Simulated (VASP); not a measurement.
# I (Im-3m) in VASP: single point with PBEsol+D4

Aim: the single point of I with PBEsol+D4.

Program: VASP 6.6.1. These are calculated values, not measurements. Logs are shortened: lines on timing, memory, paths and dates and some standing lists are left out, and cuts for length are marked.

## Step 1: The cell of the first run

The structure is cubic, space group Im-3m (No. 229). The conventional cell has a = 4.179 Å, b = 4.179 Å, c = 4.179 Å, α = 90.00°, β = 90.00°, γ = 90.00°. I (site symmetry m-3m) has 14 I at 3.62 to 4.18 Å within 4.8 Å.

## Step 2: Single point, PBEsol+D4

The input, INCAR:

```
PREC     = Accurate       # precision mode
ENCUT    = 520            # plane-wave cutoff, eV
EDIFF    = 1E-7           # SCF threshold, eV
ISMEAR   = -1             # smearing method
SIGMA    = 0.05           # smearing width, eV
LREAL    = False          # projectors in reciprocal space
LASPH    = True           # aspherical terms in the spheres
NELM     = 100            # most SCF steps
ALGO     = Normal         # electronic algorithm
ISIF     = 2              # what is computed and relaxed
LWAVE    = False          # write WAVECAR
LCHARG   = False          # write CHGCAR
GGA      = PS             # functional
IVDW     = 13             # dispersion correction
NBANDS   = 10             # bands
```

The input, KPOINTS:

```
Automatic mesh
0
Gamma
  8 8 8
```

The input, POSCAR:

```
I
1.0
   -2.0893754400      2.0893754400      2.0893754400
    2.0893754400     -2.0893754400      2.0893754400
    2.0893754400      2.0893754400     -2.0893754400
I
1
Direct
    0.0000000000      0.0000000000      0.0000000000
```

Potentials or basis: VASP PAW PBE potentials, release 64 (I).

Launch:

```
> cat potpaw_PBE.64/I/POTCAR > POTCAR
> mpirun -np 1 vasp_std > vasp.out
```

OUTCAR:

```text
PREC = Accurate
   ENCUT = 520
   EDIFF = 1E-7
   ISMEAR = -1
   LREAL = False
   LASPH = True
   NELM = 100
   ISIF = 2
   GGA = PS
   IVDW = 13

 ion  position               nearest neighbor table
   1  0.000  0.000  0.000-

  LATTYP: Found a body centered cubic cell.
 ALAT       =     4.1787508800

  Lattice vectors:

 A1 = (  -2.0893754400,   2.0893754400,   2.0893754400)
 A2 = (   2.0893754400,  -2.0893754400,   2.0893754400)
 A3 = (   2.0893754400,   2.0893754400,  -2.0893754400)

Analysis of symmetry for initial positions (statically):
=====================================================================
 Subroutine PRICEL returns:
 Original cell was already a primitive cell.

 Routine SETGRP: Setting up the symmetry group for a
 body centered cubic supercell.

 Subroutine GETGRP returns: Found 48 space group operations
 (whereof 48 operations were pure point group operations)
 out of a pool of 48 trial point group operations.

The static configuration has the point symmetry O_h .

Analysis of symmetry for dynamics (positions and initial velocities):
=====================================================================
 Subroutine PRICEL returns:
 Original cell was already a primitive cell.

 Routine SETGRP: Setting up the symmetry group for a
 body centered cubic supercell.

 Subroutine GETGRP returns: Found 48 space group operations
 (whereof 48 operations were pure point group operations)
 out of a pool of 48 trial point group operations.

The dynamic configuration has the point symmetry O_h .

 Subroutine INISYM returns: Found 48 space group operations
 (whereof 48 operations are pure point group operations),
 and found     1 'primitive' translations

----------------------------------------------------------------------------------------

                                     Primitive cell

  volume of cell :      36.4846

  direct lattice vectors                    reciprocal lattice vectors
    -2.089375440  2.089375440  2.089375440     0.000000000  0.239305962  0.239305962
     2.089375440 -2.089375440  2.089375440     0.239305962  0.000000000  0.239305962
     2.089375440  2.089375440 -2.089375440     0.239305962  0.239305962  0.000000000

  length of vectors
     3.618904418  3.618904418  3.618904418     0.338429737  0.338429737  0.338429737

  position of ions in fractional coordinates (direct lattice)
     0.000000000  0.000000000  0.000000000

  ion indices of the primitive-cell ions
   primitive index   ion index
                 1           1

----------------------------------------------------------------------------------------

 KPOINTS: Automatic mesh

Automatic generation of k-mesh.
 Grid dimensions read from file:
 generate k-points for:    8    8    8

 Generating k-lattice:

  Cartesian coordinates                     Fractional coordinates (reciprocal lattice)
     0.000000000  0.029913245  0.029913245     0.125000000  0.000000000  0.000000000
     0.029913245  0.000000000  0.029913245     0.000000000  0.125000000  0.000000000
     0.029913245  0.029913245  0.000000000     0.000000000  0.000000000  0.125000000

  Length of vectors
     0.042303717  0.042303717  0.042303717

  Shift w.r.t. Gamma in fractional coordinates (k-lattice)
     0.000000000  0.000000000  0.000000000

 Subroutine IBZKPT returns following result:
 ===========================================

 Found     29 irreducible k-points:

 Following reciprocal coordinates:
            Coordinates               Weight
  0.000000  0.000000  0.000000      1.000000
  0.125000  0.000000  0.000000     12.000000
  0.250000  0.000000  0.000000     12.000000
  0.375000  0.000000  0.000000     12.000000
  0.500000  0.000000  0.000000      6.000000
  0.125000  0.125000  0.000000     24.000000
[... 16 lines left out ...]
 -0.250000  0.250000  0.250000      6.000000
 -0.375000  0.375000  0.250000     24.000000
 [... further k-points ...]
   k-points           NKPTS =     29   k-points in BZ     NKDIM =     29   number of bands    NBANDS=     10
   number of dos      NEDOS =    301   number of ions     NIONS =      1
   total plane-waves  NPLWV =  21952
   dimension x,y,z NGX =    28 NGY =   28 NGZ =   28
   dimension x,y,z NGXF=    56 NGYF=   56 NGZF=   56
   ions per type =               1
   NGX,Y,Z   is equivalent  to a cutoff of  12.86, 12.86, 12.86 a.u.
   NGXF,Y,Z  is equivalent  to a cutoff of  25.73, 25.73, 25.73 a.u.
 SYSTEM =  unknown system
   PREC   = accura    normal or accurate (medium, high low for compatibility)
   ISTART =      0    job   : 0-new  1-cont  2-samecut
   ICHARG =      2    charge: 1-file 2-atom 10-const
   ISPIN  =      1    spin polarized calculation?
   LNONCOLLINEAR =      F non collinear calculations
   LSORBIT =      F    spin-orbit coupling
   LASPH  =      T    aspherical Exc in radial PAW
   ENCUT  =  520.0 eV  38.22 Ry    6.18 a.u.   6.73  6.73  6.73*2*pi/ulx,y,z
   NELM   =    100;   NELMIN=  2; NELMDL= -5     # of ELM steps
   EDIFF  = 0.1E-06   stopping-criterion for ELM
   LREAL  =      F    real-space projection
   EDIFFG = 0.1E-05   stopping-criterion for IOM
   NSW    =      0    number of steps for IOM
   IBRION =     -1    ionic relax: 0-MD 1-quasi-New 2-CG
   NFREE  =      0    steps in history (QN), initial steepest desc. (CG)
   ISIF   =      2    stress and relaxation
   ISYM   =      2    0-nonsym 1-usesym 2-fastsym
   POTIM  = 0.5000    time-step for ionic-motion
   TEBEG  =    0.0;   TEEND  =   0.0 temperature during run
   PSTRESS=    0.0 pullay stress
   NELECT =       7.0000    total number of electrons
   NUPDOWN=      -1.0000    fix difference up-down
   EMIN   =  10.00;   EMAX   =-10.00  energy-range for DOS
   EFERMI =   0.00;   METHOD = LEGACY
   ISMEAR =    -1;   SIGMA  =   0.05  broadening in eV -4-tet -1-fermi 0-gaus
   EFERMI_NEDOS =   21; number of points for ismear=-14 and -15
   IALGO  =     38    algorithm
   IMIX   =      4    mixing-type and parameters
     AMIX     =   0.40;   BMIX     =  1.00
     AMIX_MAG =   1.60;   BMIX_MAG =  1.00
  volume/ion in A,a.u.               =      36.48       246.21
  Fermi-wavevector in a.u.,A,eV,Ry     =   0.944215  1.784308 12.130172  0.891543
  Thomas-Fermi vector in A             =   2.071998
   LORBIT       =      0    0 simple, 1 ext, 2 COOP (PROOUT), +10 PAW based schemes
   GGA     = PS    functional components
   LHFCALC =     F    Hartree Fock is set to
   AEXX    =    0.0000 exact exchange contribution
   IVDW    =    13    specifies the selected vdW correction
   LEPSILON=     F    determine dielectric tensor
   LRPA    =     F    only Hartree local field effects (RPA)
 non-spin polarized calculation
  energy-cutoff  :      520.00
  volume of cell :       36.48
 maximum number of plane-waves:       993
   NGX = 13   NGY = 13   NGZ = 13

 number of electron       7.0000000 magnetization

 Free energy of the ion-electron system (eV)
  ---------------------------------------------------
  ext. energy  EPLUGINS =         0.00000000
  ---------------------------------------------------
  free energy    TOTEN  =        -1.34114301 eV

  energy without entropy =       -1.32318383  energy(sigma->0) =       -1.33216342

 E-fermi :   3.9527     XC(G=0):  -9.0911

 val. band max:        3.9148960541   @ k =   0.3750   0.2500   0.0000
 cond. band min:       3.9566624125   @ k =  -0.2500   0.2500   0.1250
 fundamental gap:      0.0417663584
 Fermi energy:         3.9527027993

 k-point     1 :       0.0000    0.0000    0.0000
  band No.  band energies     occupation
      1      -9.3305      2.00000
      2       4.7856      0.00000
      3       4.7856      0.00000
      4       4.7856      0.00000
      5      10.6252      0.00000
      6      13.7262      0.00000
      7      13.7262      0.00000
      8      13.7262      0.00000
      9      15.9114      0.00000
     10      15.9114      0.00000

 k-point     2 :       0.1250    0.0000    0.0000
  band No.  band energies     occupation
      1      -9.1694      2.00000
      2       3.7380      1.97309
      3       4.4923      0.00004
      4       4.7416      0.00000
      5      11.3881      0.00000
      6      13.0078      0.00000
      7      13.3097      0.00000
      8      14.4817      0.00000
      9      15.1009      0.00000
     10      15.3188      0.00000

 k-point     3 :       0.2500    0.0000    0.0000
  band No.  band energies     occupation
      1      -8.7348      2.00000
      2       1.8488      2.00000
      3       3.8919      1.54282
      4       4.6313      0.00000
      5      10.8368      0.00000
      6      12.0113      0.00000
      7      14.2979      0.00000
      8      15.2040      0.00000
      9      16.2002      0.00000
     10      16.4549      0.00000

 k-point     4 :       0.3750    0.0000    0.0000
  band No.  band energies     occupation
      1      -8.2082      2.00000
      2       0.2692      2.00000
      3       3.3928      1.99997
      4       4.5162      0.00003
      5       9.9428      0.00000
      6      11.3524      0.00000
      7      15.7561      0.00000
      8      15.8217      0.00000
      9      17.9219      0.00000
     10      19.1926      0.00000
[... 222 lines left out ...]
 k-point    22 :       0.2500    0.2500    0.2500
  band No.  band energies     occupation
      1      -7.7533      2.00000
      2       1.4348      2.00000
      3       1.4348      2.00000
      4       1.4348      2.00000
      5      14.4876      0.00000
      6      14.4876      0.00000
      7      14.4876      0.00000
      8      18.4970      0.00000
      9      18.4970      0.00000
     10      19.5938      0.00000

 k-point    23 :      -0.2500    0.2500    0.2500
  band No.  band energies     occupation
      1      -8.2059      2.00000
      2       1.6988      2.00000
      3       2.9146      2.00000
      4       2.9146      2.00000
      5      10.4210      0.00000
      6      13.4654      0.00000
      7      14.4035      0.00000
      8      14.4035      0.00000
      9      15.5145      0.00000
     10      17.4847      0.00000

 k-point    24 :      -0.3750    0.3750    0.2500
  band No.  band energies     occupation
      1      -7.7542      2.00000
      2       0.8399      2.00000
      3       2.3860      2.00000
      4       2.7017      2.00000
      5       9.9120      0.00000
      6      12.2429      0.00000
      7      14.2486      0.00000
      8      14.6954      0.00000
      9      17.9155      0.00000
     10      18.5367      0.00000

 [... further k-points ...]

------------------------ aborting loop because EDIFF is reached ----------------------------------------

  DFT-D4 for vdW energy calculation

  Edisp (eV):   -0.22408

  FORCE on cell =-STRESS in cart. coord.  units (eV):
  Direction    XX          YY          ZZ          XY          YZ          ZX
  --------------------------------------------------------------------------------------
  -------------------------------------------------------------------------------------
  Total      -0.77934    -0.77934    -0.77934    -0.00000    -0.00000    -0.00000
  in kB     -34.22391   -34.22391   -34.22391    -0.00000    -0.00000    -0.00000
  external pressure =      -34.22 kB  Pullay stress =        0.00 kB

 VOLUME and BASIS-vectors are now :
 -----------------------------------------------------------------------------
  energy-cutoff  :      520.00
  volume of cell :       36.48
      direct lattice vectors                 reciprocal lattice vectors
    -2.089375440  2.089375440  2.089375440     0.000000000  0.239305962  0.239305962
     2.089375440 -2.089375440  2.089375440     0.239305962  0.000000000  0.239305962
     2.089375440  2.089375440 -2.089375440     0.239305962  0.239305962  0.000000000

 POSITION                                       TOTAL-FORCE (eV/Angst)
 -----------------------------------------------------------------------------------
      0.00000      0.00000      0.00000        -0.000000     -0.000000     -0.000000
 -----------------------------------------------------------------------------------
    total drift:                                0.000000      0.000000      0.000000

  FREE ENERGIE OF THE ION-ELECTRON SYSTEM (eV)
  ---------------------------------------------------
  free  energy   TOTEN  =        -1.5652259176 eV

  energy  without entropy=       -1.5472667429  energy(sigma->0) =       -1.55624633
```

Wall time 13 s (1 thread of Intel Xeon 8259CL, shared host); peak memory 0.16 GiB.

Results:

```yaml
Free_energy: -1.5652 eV
Pressure: -3.4 GPa
Dispersion_energy_per_atom: -0.224 eV
```

Levels at points of the mesh, in eV from the Fermi level:
```csv
k point,band 1,band 2,band 3,band 4,band 5,band 6,band 7,band 8,band 9
"(0.00, 0.00, 0.00)",-13.28,0.83,0.83,0.83,6.67,9.77,9.77,9.77,11.96
"(0.50, 0.00, 0.00)",-11.90,-4.32,-0.75,0.51,5.67,7.17,12.70,13.19,13.40
"(0.50, 0.50, 0.50)",-11.01,-2.50,-2.50,-2.50,4.48,4.48,15.97,15.97,15.97
```

Caveat: the PAW data sets were made with another functional, which shifts forces and pressure a little; spin-orbit coupling is left out, which moves the levels of the heavy elements; an odd number of electrons without spin polarisation forces a metal; a magnetic or distorted state may lie lower; pairwise dispersion overbinds metals, which lowers pressure and volume.
